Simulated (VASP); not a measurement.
# MoSe3 (P-62m) in VASP: a series of runs

Runs on MoSe3. Level: PBE. Tasks: single point.

Program: VASP 6.6.1. These are calculated values, not measurements. Logs are shortened: lines on timing, memory, paths and dates and some standing lists are left out, and cuts for length are marked.

**1. The cell of the first run**

It takes space group P-62m (No. 189, hexagonal). Conventional cell: a = 6.691 Å, b = 6.691 Å, c = 3.006 Å, α = 90.00°, β = 90.00°, γ = 120.00°. Within 3.3 Å of Mo (site symmetry -62m) lie 6 Se at 2.50 Å and 2 Mo at 3.01 Å. Se (site symmetry m2m) has 2 Mo at 2.50 Å and 2 Se at 3.01 Å within 3.3 Å.

**2. Single point, PBE**

Contents of INCAR:

```
SYSTEM = MoSe3
ALGO = Normal
EDIFF = 1E-6
ENCUT = 500
GGA = PE
GGA_COMPAT = .FALSE.
ISIF = 2
ISMEAR = 0
LASPH = .TRUE.
LCHARG = .TRUE.
LELF = .TRUE.
LREAL = .FALSE.
LVHAR = .TRUE.
LWAVE = .FALSE.
NBANDS = 24
NELM = 120
PREC = Accurate
SIGMA = 0.1
```

Contents of KPOINTS:

```
k-points
0
G
  6 6 12
  0 0 0
```

Contents of POSCAR:

```
MoSe3
1.0
    6.6906103689      0.0000000000      0.0000000000
   -3.3453051845      5.7942385463      0.0000000000
    0.0000000000      0.0000000000      3.0055611715
Mo Se
1 3
Direct
    0.0000000000      0.0000000000      0.0000000000
    0.2992033493      0.0000000000      0.5000000000
    0.0000000000      0.2992033493      0.5000000000
    0.7007966507      0.7007966507      0.5000000000
```

Potentials or basis: VASP PAW PBE potentials, release 64 (Mo_sv, Se).

The run is started by

```bash
$ cat potpaw_PBE.64/Mo_sv/POTCAR potpaw_PBE.64/Se/POTCAR > POTCAR
$ mpirun -np 1 vasp_std > vasp.out
```

OUTCAR:

```text
SYSTEM = MoSe3
   EDIFF = 1E-6
   ENCUT = 500
   GGA = PE
   ISIF = 2
   ISMEAR = 0
   LASPH = .TRUE.
   LREAL = .FALSE.
   NELM = 120
   PREC = Accurate

 ion  position               nearest neighbor table
   1  0.000  0.000  0.000-   4 2.50   4 2.50   2 2.50   2 2.50   3 2.50   3 2.50
   2  0.299  0.000  0.500-   1 2.50   1 2.50
   3  0.000  0.299  0.500-   1 2.50   1 2.50
   4  0.701  0.701  0.500-   1 2.50   1 2.50

  LATTYP: Found a hexagonal cell.
 ALAT       =     6.6906103689
 C/A-ratio  =     0.4492207745

  Lattice vectors:

 A1 = (   6.6906103689,   0.0000000000,   0.0000000000)
 A2 = (  -3.3453051845,   5.7942385463,   0.0000000000)
 A3 = (   0.0000000000,   0.0000000000,   3.0055611715)

Analysis of symmetry for initial positions (statically):
=====================================================================
 Subroutine PRICEL returns:
 Original cell was already a primitive cell.

 Routine SETGRP: Setting up the symmetry group for a
 hexagonal supercell.

 Subroutine GETGRP returns: Found 12 space group operations
 (whereof 12 operations were pure point group operations)
 out of a pool of 24 trial point group operations.

The static configuration has the point symmetry D_3h.

Analysis of symmetry for dynamics (positions and initial velocities):
=====================================================================
 Subroutine PRICEL returns:
 Original cell was already a primitive cell.

 Routine SETGRP: Setting up the symmetry group for a
 hexagonal supercell.

 Subroutine GETGRP returns: Found 12 space group operations
 (whereof 12 operations were pure point group operations)
 out of a pool of 24 trial point group operations.

The dynamic configuration has the point symmetry D_3h.

 Subroutine INISYM returns: Found 12 space group operations
 (whereof 12 operations are pure point group operations),
 and found     1 'primitive' translations

----------------------------------------------------------------------------------------

                                     Primitive cell

  volume of cell :     116.5166

  direct lattice vectors                    reciprocal lattice vectors
     6.690610369  0.000000000  0.000000000     0.149463195  0.086292616  0.000000000
    -3.345305184  5.794238546  0.000000000     0.000000000  0.172585231  0.000000000
     0.000000000  0.000000000  3.005561172     0.000000000  0.000000000  0.332716569

  length of vectors
     6.690610369  6.690610369  3.005561172     0.172585231  0.172585231  0.332716569

  position of ions in fractional coordinates (direct lattice)
     0.000000000  0.000000000  0.000000000
     0.299203349  0.000000000  0.500000000
     0.000000000  0.299203349  0.500000000
     0.700796651  0.700796651  0.500000000

  ion indices of the primitive-cell ions
   primitive index   ion index
                 1           1
                 2           2
                 3           3
                 4           4

----------------------------------------------------------------------------------------

 KPOINTS: k-points

Automatic generation of k-mesh.
 Grid dimensions read from file:
 generate k-points for:    6    6   12

 Generating k-lattice:

  Cartesian coordinates                     Fractional coordinates (reciprocal lattice)
     0.024910532  0.014382103  0.000000000     0.166666667 -0.000000000  0.000000000
     0.000000000  0.028764205  0.000000000     0.000000000  0.166666667  0.000000000
     0.000000000  0.000000000  0.027726381     0.000000000  0.000000000  0.083333333

  Length of vectors
     0.028764205  0.028764205  0.027726381

  Shift w.r.t. Gamma in fractional coordinates (k-lattice)
     0.000000000  0.000000000  0.000000000

 Subroutine IBZKPT returns following result:
 ===========================================

 Found     49 irreducible k-points:

 Following reciprocal coordinates:
            Coordinates               Weight
  0.000000  0.000000  0.000000      1.000000
  0.166667  0.000000  0.000000      6.000000
  0.333333 -0.000000  0.000000      6.000000
  0.500000 -0.000000  0.000000      3.000000
  0.166667  0.166667  0.000000      6.000000
  0.333333  0.166667  0.000000     12.000000
[... 16 lines left out ...]
  0.166667  0.000000  0.250000     12.000000
  0.333333 -0.000000  0.250000     12.000000
 [... further k-points ...]
   k-points           NKPTS =     49   k-points in BZ     NKDIM =     49   number of bands    NBANDS=     24
   number of dos      NEDOS =    301   number of ions     NIONS =      4
   total plane-waves  NPLWV =  60000
   dimension x,y,z NGX =    50 NGY =   50 NGZ =   24
   dimension x,y,z NGXF=   100 NGYF=  100 NGZF=   48
   ions per type =               1   3
   NGX,Y,Z   is equivalent  to a cutoff of  12.42, 12.42, 13.28 a.u.
   NGXF,Y,Z  is equivalent  to a cutoff of  24.85, 24.85, 26.55 a.u.
 SYSTEM =  MoSe3
   PREC   = accura    normal or accurate (medium, high low for compatibility)
   ISTART =      0    job   : 0-new  1-cont  2-samecut
   ICHARG =      2    charge: 1-file 2-atom 10-const
   ISPIN  =      1    spin polarized calculation?
   LNONCOLLINEAR =      F non collinear calculations
   LSORBIT =      F    spin-orbit coupling
   LASPH  =      T    aspherical Exc in radial PAW
   ENCUT  =  500.0 eV  36.75 Ry    6.06 a.u.  12.20 12.20  5.48*2*pi/ulx,y,z
   NELM   =    120;   NELMIN=  2; NELMDL= -5     # of ELM steps
   EDIFF  = 0.1E-05   stopping-criterion for ELM
   LREAL  =      F    real-space projection
[... 7 lines left out ...]
   TEBEG  =    0.0;   TEEND  =   0.0 temperature during run
   PSTRESS=    0.0 pullay stress
   NELECT =      32.0000    total number of electrons
   NUPDOWN=      -1.0000    fix difference up-down
   EMIN   =  10.00;   EMAX   =-10.00  energy-range for DOS
   EFERMI =   0.00;   METHOD = LEGACY
   ISMEAR =     0;   SIGMA  =   0.10  broadening in eV -4-tet -1-fermi 0-gaus
   EFERMI_NEDOS =   21; number of points for ismear=-14 and -15
   IALGO  =     38    algorithm
   IMIX   =      4    mixing-type and parameters
     AMIX     =   0.40;   BMIX     =  1.00
     AMIX_MAG =   1.60;   BMIX_MAG =  1.00
  volume/ion in A,a.u.               =      29.13       196.57
  Fermi-wavevector in a.u.,A,eV,Ry     =   1.064132  2.010918 15.406930  1.132377
  Thomas-Fermi vector in A             =   2.199640
   LORBIT       =      0    0 simple, 1 ext, 2 COOP (PROOUT), +10 PAW based schemes
   GGA     = PE    functional components
   LHFCALC =     F    Hartree Fock is set to
   AEXX    =    0.0000 exact exchange contribution
   IVDW    =     0    specifies the selected vdW correction
   LEPSILON=     F    determine dielectric tensor
   LRPA    =     F    only Hartree local field effects (RPA)
 non-spin polarized calculation
 Gauss-broadening in eV      SIGMA  =   0.10
  energy-cutoff  :      500.00
  volume of cell :      116.52
 maximum number of plane-waves:      2990
 NGX is ok and might be reduce to    50
   NGX = 25   NGY = 25   NGZ = 11

 number of electron      32.0000000 magnetization

 Free energy of the ion-electron system (eV)
  ---------------------------------------------------
  ext. energy  EPLUGINS =         0.00000000
  ---------------------------------------------------
  free energy    TOTEN  =       -22.59632518 eV

  energy without entropy =      -22.58588103  energy(sigma->0) =      -22.59110310

 E-fermi :   2.6324     XC(G=0):  -8.5612

 val. band max:        2.6230711845   @ k =   0.5000  -0.0000   0.4167
 cond. band min:       2.6340233278   @ k =   0.3333  -0.0000   0.5000
 fundamental gap:      0.0109521434
 Fermi energy:         2.6324338571

 k-point     1 :       0.0000    0.0000    0.0000
  band No.  band energies     occupation
      1     -58.9635      2.00000
      2     -33.1052      2.00000
      3     -33.1052      2.00000
      4     -32.8355      2.00000
      5     -11.4259      2.00000
      6     -10.4602      2.00000
[... 16 lines left out ...]
     23      10.4586      0.00000
     24      10.4586      0.00000

 k-point     2 :       0.1667    0.0000    0.0000
  band No.  band energies     occupation
      1     -58.9635      2.00000
      2     -33.1052      2.00000
      3     -33.1052      2.00000
      4     -32.8355      2.00000
      5     -11.3952      2.00000
      6     -10.4900      2.00000
[... 16 lines left out ...]
     23      10.0246      0.00000
     24      10.3882      0.00000

 k-point     3 :       0.3333   -0.0000    0.0000
  band No.  band energies     occupation
      1     -58.9635      2.00000
      2     -33.1052      2.00000
      3     -33.1052      2.00000
      4     -32.8355      2.00000
      5     -11.3257      2.00000
      6     -10.5590      2.00000
[... 16 lines left out ...]
     23       9.3025      0.00000
     24      10.2017      0.00000

 k-point     4 :       0.5000   -0.0000    0.0000
  band No.  band energies     occupation
      1     -58.9635      2.00000
      2     -33.1052      2.00000
      3     -33.1052      2.00000
      4     -32.8355      2.00000
      5     -11.2852      2.00000
      6     -10.5997      2.00000
[... 16 lines left out ...]
     23       9.4391      0.00000
     24       9.7677      0.00000

 k-point     5 :       0.1667    0.1667    0.0000
  band No.  band energies     occupation
      1     -58.9635      2.00000
      2     -33.1052      2.00000
      3     -33.1052      2.00000
      4     -32.8355      2.00000
      5     -11.3445      2.00000
      6     -10.5334      2.00000
[... 451 lines left out ...]
 k-point    22 :       0.0000    0.0000    0.2500
  band No.  band energies     occupation
      1     -58.9442      2.00000
      2     -33.0749      2.00000
      3     -33.0749      2.00000
      4     -33.0580      2.00000
      5     -10.6300      2.00000
      6      -9.9859      2.00000
[... 16 lines left out ...]
     23      10.8495      0.00000
     24      10.9426      0.00000

 k-point    23 :       0.1667    0.0000    0.2500
  band No.  band energies     occupation
      1     -58.9442      2.00000
      2     -33.0749      2.00000
      3     -33.0749      2.00000
      4     -33.0580      2.00000
      5     -10.6011      2.00000
      6     -10.0111      2.00000
[... 16 lines left out ...]
     23      10.6575      0.00000
     24      10.7349      0.00000

 k-point    24 :       0.3333   -0.0000    0.2500
  band No.  band energies     occupation
      1     -58.9442      2.00000
      2     -33.0749      2.00000
      3     -33.0749      2.00000
      4     -33.0580      2.00000
      5     -10.5324      2.00000
      6     -10.0736      2.00000
[... 16 lines left out ...]
     23      10.1004      0.00000
     24      10.4833      0.00000

 [... further k-points ...]

------------------------ aborting loop because EDIFF is reached ----------------------------------------

  FORCE on cell =-STRESS in cart. coord.  units (eV):
  Direction    XX          YY          ZZ          XY          YZ          ZX
  --------------------------------------------------------------------------------------
  -------------------------------------------------------------------------------------
  Total        0.1003074      0.1003074      0.1256977     -0.0000000     -0.0000000      0.0000000
  in kB        1.3792905      1.3792905      1.7284240     -0.0000000     -0.0000000      0.0000000
  external PRESSURE =       1.4956683 kB  Pullay stress =       0.0000000 kB

 VOLUME and BASIS-vectors are now :
 -----------------------------------------------------------------------------
  energy-cutoff  :      500.00
  volume of cell :      116.52
      direct lattice vectors                 reciprocal lattice vectors
     6.690610369  0.000000000  0.000000000     0.149463195  0.086292616  0.000000000
    -3.345305184  5.794238546  0.000000000     0.000000000  0.172585231  0.000000000
     0.000000000  0.000000000  3.005561172     0.000000000  0.000000000  0.332716569

 POSITION                                       TOTAL-FORCE (eV/Angst)
 -----------------------------------------------------------------------------------
      0.00000      0.00000      0.00000         0.000000     -0.000000      0.000000
      2.00185      0.00000      1.50278         0.031269     -0.000000      0.000000
     -1.00093      1.73366      1.50278        -0.015634      0.027079      0.000000
      2.34438      4.06058      1.50278        -0.015634     -0.027079     -0.000000
 -----------------------------------------------------------------------------------
    total drift:                                0.000000      0.000000     -0.000000

  FREE ENERGIE OF THE ION-ELECTRON SYSTEM (eV)
  ---------------------------------------------------
  free  energy   TOTEN  =       -22.5963251755 eV

  energy  without entropy=      -22.5858810294  energy(sigma->0) =      -22.59110310
```

Wall time 78 s (1 thread of AMD EPYC 9R45 (Zen 5), shared host); peak memory 0.27 GiB.

What came out:

| Quantity | Value |
| --- | --- |
| Free energy | -22.5963 eV |
| Pressure | 0.1 GPa |
| Largest force | 0.031 eV/Å |
| Band gap on the k mesh | zero (bands 16 and 17 overlap by 0.19 eV) |

Forces in eV/Å, atoms in the order of the input:
```
Mo   0.000  0.000  0.000
Se   0.031  0.000  0.000
Se  -0.016  0.027  0.000
Se  -0.016 -0.027  0.000
```

Levels at points of the mesh, in eV from the Fermi level:
| k point | band 14 | band 15 | band 16 | band 17 | band 18 | band 19 |
| --- | --- | --- | --- | --- | --- | --- |
| (0.00, 0.00, 0.00) | -1.54 | -1.47 | -1.47 | 1.39 | 1.95 | 1.95 |
| (0.50, 0.00, 0.00) | -1.49 | -1.47 | -1.28 | 1.33 | 1.35 | 1.49 |
| (0.00, 0.00, 0.50) | -0.61 | -0.34 | -0.34 | 0.15 | 0.15 | 1.89 |
| (0.50, 0.00, 0.50) | -1.12 | -0.76 | -0.18 | 0.05 | 0.13 | 1.93 |

(Part 1 of 2 ends here.)
